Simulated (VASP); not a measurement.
# Ti2Te2S (P-3m1) in VASP: further runs

The runs below take Ti2Te2S through single point, with PBE.

Program: VASP 6.6.1. These are calculated values, not measurements. Logs are shortened: lines on timing, memory, paths and dates and some standing lists are left out, and cuts for length are marked.

### Step 1. The cell of the first run

The structure is trigonal, space group P-3m1 (No. 164). Conventional cell: a = 3.618 Å, b = 3.618 Å, c = 10.205 Å, α = 90.00°, β = 90.00°, γ = 120.00°. Ti (site symmetry 3m) has 3 S at 2.44 Å and 3 Te at 2.80 Å within 3.2 Å. Te (site symmetry 3m) has 3 Ti at 2.80 Å and 6 Te at 3.62 Å within 3.7 Å. S (site symmetry -3m) has 6 Ti at 2.44 Å within 3.2 Å.

### Step 2. Single point, PBE

Input file INCAR:

```
PREC = Accurate ; ENCUT = 500
EDIFF = 1E-6 ; ISMEAR = 0
SIGMA = 0.1 ; LREAL = False
LASPH = True ; NELM = 120
ALGO = Normal ; ISIF = 2
LWAVE = False ; LCHARG = True
GGA = PE ; LELF = True
LVHAR = True ; NBANDS = 29
GGA_COMPAT = False
```

Input file KPOINTS:

```
regular mesh
0
Gamma
  12 12 4
```

Input file POSCAR:

```
Ti2Te2S
1.0
    3.6182031178      0.0000000000      0.0000000000
   -1.8091015589      3.1334558161      0.0000000000
    0.0000000000      0.0000000000     10.2052027231
Ti Te S
2 2 1
Direct
    0.6666666667      0.3333333333      0.8755656620
    0.3333333333      0.6666666667      0.1244343380
    0.3333333333      0.6666666667      0.6924395096
    0.6666666667      0.3333333333      0.3075604904
    0.0000000000      0.0000000000      0.0000000000
```

Potentials or basis: VASP PAW PBE potentials, release 64 (Ti_sv, Te, S).

Run with:

```sh
> cat potpaw_PBE.64/Ti_sv/POTCAR potpaw_PBE.64/Te/POTCAR potpaw_PBE.64/S/POTCAR > POTCAR
> mpirun -np 1 vasp_std > vasp.out
```

OUTCAR:

```text
PREC = Accurate
   ENCUT = 500
   EDIFF = 1E-6
   ISMEAR = 0
   LREAL = False
   LASPH = True
   NELM = 120
   ISIF = 2
   GGA = PE

 ion  position               nearest neighbor table
   1  0.667  0.333  0.876-   5 2.44   5 2.44   5 2.44   3 2.80   3 2.80   3 2.80
   2  0.333  0.667  0.124-   5 2.44   5 2.44   5 2.44   4 2.80   4 2.80   4 2.80
   3  0.333  0.667  0.692-   1 2.80   1 2.80   1 2.80
   4  0.667  0.333  0.308-   2 2.80   2 2.80   2 2.80
   5  0.000  0.000  0.000-   1 2.44   2 2.44   1 2.44   2 2.44   1 2.44   2 2.44

  LATTYP: Found a hexagonal cell.
 ALAT       =     3.6182031178
 C/A-ratio  =     2.8205168120

  Lattice vectors:

 A1 = (   3.6182031178,   0.0000000000,   0.0000000000)
 A2 = (  -1.8091015589,   3.1334558161,   0.0000000000)
 A3 = (   0.0000000000,   0.0000000000,  10.2052027231)

Analysis of symmetry for initial positions (statically):
=====================================================================
 Subroutine PRICEL returns:
 Original cell was already a primitive cell.

 Routine SETGRP: Setting up the symmetry group for a
 hexagonal supercell.

 Subroutine GETGRP returns: Found 12 space group operations
 (whereof 12 operations were pure point group operations)
 out of a pool of 24 trial point group operations.

The static configuration has the point symmetry D_3d.

Analysis of symmetry for dynamics (positions and initial velocities):
=====================================================================
 Subroutine PRICEL returns:
 Original cell was already a primitive cell.

 Routine SETGRP: Setting up the symmetry group for a
 hexagonal supercell.

 Subroutine GETGRP returns: Found 12 space group operations
 (whereof 12 operations were pure point group operations)
 out of a pool of 24 trial point group operations.

The dynamic configuration has the point symmetry D_3d.

 Subroutine INISYM returns: Found 12 space group operations
 (whereof 12 operations are pure point group operations),
 and found     1 'primitive' translations

----------------------------------------------------------------------------------------

                                     Primitive cell

  volume of cell :     115.7013

  direct lattice vectors                    reciprocal lattice vectors
     3.618203118  0.000000000  0.000000000     0.276380283  0.159568231  0.000000000
    -1.809101559  3.133455816  0.000000000     0.000000000  0.319136461  0.000000000
     0.000000000  0.000000000 10.205202723     0.000000000  0.000000000  0.097989234

  length of vectors
     3.618203118  3.618203118 10.205202723     0.319136461  0.319136461  0.097989234

  position of ions in fractional coordinates (direct lattice)
     0.666666667  0.333333333  0.875565662
     0.333333333  0.666666667  0.124434338
     0.333333333  0.666666667  0.692439510
     0.666666667  0.333333333  0.307560490
     0.000000000  0.000000000  0.000000000

  ion indices of the primitive-cell ions
   primitive index   ion index
                 1           1
                 2           2
                 3           3
                 4           4
                 5           5

----------------------------------------------------------------------------------------

 KPOINTS: regular mesh

Automatic generation of k-mesh.
 Grid dimensions read from file:
 generate k-points for:   12   12    4

 Generating k-lattice:

  Cartesian coordinates                     Fractional coordinates (reciprocal lattice)
     0.023031690  0.013297353  0.000000000     0.083333333  0.000000000  0.000000000
     0.000000000  0.026594705  0.000000000     0.000000000  0.083333333  0.000000000
     0.000000000  0.000000000  0.024497309     0.000000000  0.000000000  0.250000000

  Length of vectors
     0.026594705  0.026594705  0.024497309

  Shift w.r.t. Gamma in fractional coordinates (k-lattice)
     0.000000000  0.000000000  0.000000000

 Subroutine IBZKPT returns following result:
 ===========================================

 Found     69 irreducible k-points:

 Following reciprocal coordinates:
            Coordinates               Weight
  0.000000  0.000000  0.000000      1.000000
  0.083333  0.000000  0.000000      6.000000
  0.166667  0.000000  0.000000      6.000000
  0.250000  0.000000  0.000000      6.000000
  0.333333 -0.000000  0.000000      6.000000
  0.416667  0.000000  0.000000      6.000000
[... 16 lines left out ...]
  0.166667  0.000000  0.250000      6.000000
  0.000000  0.166667  0.250000      6.000000
 [... further k-points ...]
   k-points           NKPTS =     69   k-points in BZ     NKDIM =     69   number of bands    NBANDS=     29
   number of dos      NEDOS =    301   number of ions     NIONS =      5
   total plane-waves  NPLWV =  62720
   dimension x,y,z NGX =    28 NGY =   28 NGZ =   80
   dimension x,y,z NGXF=    56 NGYF=   56 NGZF=  160
   ions per type =               2   2   1
   NGX,Y,Z   is equivalent  to a cutoff of  12.87, 12.87, 13.03 a.u.
   NGXF,Y,Z  is equivalent  to a cutoff of  25.73, 25.73, 26.06 a.u.
 SYSTEM =  unknown system
   PREC   = accura    normal or accurate (medium, high low for compatibility)
   ISTART =      0    job   : 0-new  1-cont  2-samecut
   ICHARG =      2    charge: 1-file 2-atom 10-const
   ISPIN  =      1    spin polarized calculation?
   LNONCOLLINEAR =      F non collinear calculations
   LSORBIT =      F    spin-orbit coupling
   LASPH  =      T    aspherical Exc in radial PAW
   ENCUT  =  500.0 eV  36.75 Ry    6.06 a.u.   6.60  6.60 18.61*2*pi/ulx,y,z
   NELM   =    120;   NELMIN=  2; NELMDL= -5     # of ELM steps
   EDIFF  = 0.1E-05   stopping-criterion for ELM
   LREAL  =      F    real-space projection
   EDIFFG = 0.1E-04   stopping-criterion for IOM
   NSW    =      0    number of steps for IOM
   IBRION =     -1    ionic relax: 0-MD 1-quasi-New 2-CG
   NFREE  =      0    steps in history (QN), initial steepest desc. (CG)
   ISIF   =      2    stress and relaxation
   ISYM   =      2    0-nonsym 1-usesym 2-fastsym
   POTIM  = 0.5000    time-step for ionic-motion
   TEBEG  =    0.0;   TEEND  =   0.0 temperature during run
   PSTRESS=    0.0 pullay stress
   NELECT =      42.0000    total number of electrons
   NUPDOWN=      -1.0000    fix difference up-down
   EMIN   =  10.00;   EMAX   =-10.00  energy-range for DOS
   EFERMI =   0.00;   METHOD = LEGACY
   ISMEAR =     0;   SIGMA  =   0.10  broadening in eV -4-tet -1-fermi 0-gaus
   EFERMI_NEDOS =   21; number of points for ismear=-14 and -15
   IALGO  =     38    algorithm
   IMIX   =      4    mixing-type and parameters
     AMIX     =   0.40;   BMIX     =  1.00
     AMIX_MAG =   1.60;   BMIX_MAG =  1.00
  volume/ion in A,a.u.               =      23.14       156.16
  Fermi-wavevector in a.u.,A,eV,Ry     =   1.167827  2.206873 18.555899  1.363820
  Thomas-Fermi vector in A             =   2.304322
   LORBIT       =      0    0 simple, 1 ext, 2 COOP (PROOUT), +10 PAW based schemes
   GGA     = PE    functional components
   LHFCALC =     F    Hartree Fock is set to
   AEXX    =    0.0000 exact exchange contribution
   IVDW    =     0    specifies the selected vdW correction
   LEPSILON=     F    determine dielectric tensor
   LRPA    =     F    only Hartree local field effects (RPA)
 non-spin polarized calculation
 Gauss-broadening in eV      SIGMA  =   0.10
  energy-cutoff  :      500.00
  volume of cell :      115.70
 maximum number of plane-waves:      3013
 NGX is ok and might be reduce to    28
   NGX = 13   NGY = 13   NGZ = 37

 number of electron      42.0000008 magnetization

 Free energy of the ion-electron system (eV)
  ---------------------------------------------------
  ext. energy  EPLUGINS =         0.00000000
  ---------------------------------------------------
  free energy    TOTEN  =       -31.08449901 eV

  energy without entropy =      -31.07769933  energy(sigma->0) =      -31.08109917

 E-fermi :   7.1864     XC(G=0):  -9.9952

 val. band max:        7.1692428974   @ k =   0.0000   0.0000   0.5000
 cond. band min:       7.1886545187   @ k =   0.2500   0.2500   0.0000
 fundamental gap:      0.0194116214
 Fermi energy:         7.1864196821

 k-point     1 :       0.0000    0.0000    0.0000
  band No.  band energies     occupation
      1     -50.2506      2.00000
      2     -50.2351      2.00000
      3     -26.5498      2.00000
      4     -26.5371      2.00000
      5     -26.5371      2.00000
      6     -26.5170      2.00000
[... 21 lines left out ...]
     28       9.6099      0.00000
     29      10.1289      0.00000

 k-point     2 :       0.0833    0.0000    0.0000
  band No.  band energies     occupation
      1     -50.2500      2.00000
      2     -50.2350      2.00000
      3     -26.5517      2.00000
      4     -26.5425      2.00000
      5     -26.5391      2.00000
      6     -26.5177      2.00000
[... 21 lines left out ...]
     28       9.5097      0.00000
     29      10.2466      0.00000

 k-point     3 :       0.1667    0.0000    0.0000
  band No.  band energies     occupation
      1     -50.2482      2.00000
      2     -50.2346      2.00000
      3     -26.5634      2.00000
      4     -26.5534      2.00000
      5     -26.5444      2.00000
      6     -26.5183      2.00000
[... 21 lines left out ...]
     28       9.2399      0.00000
     29      10.0166      0.00000

 k-point     4 :       0.2500    0.0000    0.0000
  band No.  band energies     occupation
      1     -50.2457      2.00000
      2     -50.2343      2.00000
      3     -26.5848      2.00000
      4     -26.5671      2.00000
      5     -26.5511      2.00000
      6     -26.5202      2.00000
[... 597 lines left out ...]
     28       9.5501      0.00000
     29      10.3276      0.00000

 k-point    23 :       0.1667    0.0000    0.2500
  band No.  band energies     occupation
      1     -50.2482      2.00000
      2     -50.2346      2.00000
      3     -26.5634      2.00000
      4     -26.5534      2.00000
      5     -26.5444      2.00000
      6     -26.5183      2.00000
[... 21 lines left out ...]
     28       9.3055      0.00000
     29       9.9937      0.00000

 k-point    24 :       0.0000    0.1667    0.2500
  band No.  band energies     occupation
      1     -50.2482      2.00000
      2     -50.2346      2.00000
      3     -26.5634      2.00000
      4     -26.5534      2.00000
      5     -26.5444      2.00000
      6     -26.5183      2.00000
[... 21 lines left out ...]
     28       9.2654      0.00000
     29       9.9595      0.00000

 [... further k-points ...]
[... 5 lines left out ...]
  --------------------------------------------------------------------------------------
  -------------------------------------------------------------------------------------
  Total        0.0030093      0.0030093      0.0631186      0.0000000     -0.0000000      0.0000000
  in kB        0.0416712      0.0416712      0.8740369      0.0000000     -0.0000000      0.0000000
  external PRESSURE =       0.3191264 kB  Pullay stress =       0.0000000 kB

 VOLUME and BASIS-vectors are now :
 -----------------------------------------------------------------------------
  energy-cutoff  :      500.00
  volume of cell :      115.70
      direct lattice vectors                 reciprocal lattice vectors
     3.618203118  0.000000000  0.000000000     0.276380283  0.159568231  0.000000000
    -1.809101559  3.133455816  0.000000000     0.000000000  0.319136461  0.000000000
     0.000000000  0.000000000 10.205202723     0.000000000  0.000000000  0.097989234

 POSITION                                       TOTAL-FORCE (eV/Angst)
 -----------------------------------------------------------------------------------
      1.80910      1.04449      8.93533        -0.000000     -0.000000     -0.006371
     -0.00000      2.08897      1.26988         0.000000      0.000000      0.006371
     -0.00000      2.08897      7.06649         0.000000     -0.000000     -0.011205
      1.80910      1.04449      3.13872        -0.000000      0.000000      0.011205
      0.00000      0.00000      0.00000        -0.000000      0.000000      0.000000
 -----------------------------------------------------------------------------------
    total drift:                                0.000000      0.000000      0.000000

  FREE ENERGIE OF THE ION-ELECTRON SYSTEM (eV)
  ---------------------------------------------------
  free  energy   TOTEN  =       -31.0844990081 eV

  energy  without entropy=      -31.0776993261  energy(sigma->0) =      -31.08109917
```

Wall time 1.8 min (1 thread of Intel Xeon 6975P-C (Granite Rapids), shared host); peak memory 0.38 GiB.

Results:

| Item | Value |
| --- | --- |
| Free energy | -31.0845 eV |
| Pressure | 0.0 GPa |
| Largest force | 0.011 eV/Å |
| Band gap on the k mesh | zero (band 21 reaches 7.59 eV, above the bottom of band 22 at 7.11 eV) |

Forces in eV/Å, atoms in the order of the input:
```
Ti   0.000  0.000 -0.006
Ti   0.000  0.000  0.006
Te   0.000  0.000 -0.011
Te   0.000  0.000  0.011
S    0.000  0.000  0.000
```

Stress tensor (GPa, compression positive):
```
0.00 0.00 0.00
0.00 0.00 0.00
0.00 0.00 0.09
```

Levels at points of the mesh, in eV from the Fermi level:
| k point | band 18 | band 19 | band 20 | band 21 | band 22 | band 23 | band 24 | band 25 |
| --- | --- | --- | --- | --- | --- | --- | --- | --- |
| (0.00, 0.00, 0.00) | -0.88 | -0.50 | -0.50 | -0.17 | 0.84 | 0.84 | 0.97 | 0.97 |
| (0.50, 0.00, 0.00) | -2.16 | -1.38 | -1.15 | -0.98 | 1.02 | 1.03 | 1.09 | 1.31 |
| (0.00, 0.00, 0.50) | -0.87 | -0.50 | -0.50 | -0.02 | 0.80 | 0.80 | 0.97 | 0.97 |
| (0.50, 0.00, 0.50) | -2.01 | -1.37 | -1.21 | -0.90 | 1.01 | 1.03 | 1.07 | 1.26 |

Caveat: spin-orbit coupling is left out, which moves the levels of the heavy elements; this functional lacks dispersion, which binds the layers, so the pressure and a relaxed spacing across them are unreliable.

(Continued in part 2 of 2.)
